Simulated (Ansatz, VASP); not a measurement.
## One calculation of Rb, two programs

```xyz
1
Lattice="0.0000 3.5034 3.5034 3.5034 0.0000 3.5034 3.5034 3.5034 0.0000" Properties=species:S:1:pos:R:3 pbc="T T T"
Rb    0.0000    0.0000    0.0000
```

Change from the starting cell: volume scaled by 0.9405.

Alike in both runs: task single point; functional PBE; k mesh 11 × 11 × 11; occupations fermi-dirac, width 0.03 eV; no spin polarisation.

|  | VASP | Ansatz |
| --- | --- | --- |
| version | VASP 6.6.1 | Ansatz 0.2.0 |
| potentials or method | VASP PAW PBE potentials, release 64 (Rb_sv), cutoff 520 eV | all-electron LAPW, scalar-relativistic |

|  | VASP | Ansatz | Ansatz less VASP |
| --- | --- | --- | --- |
| pressure (GPa) | 0.2 | 0.2 | 0.00 |

Ansatz ran all-electron here, and VASP with PAW potentials.
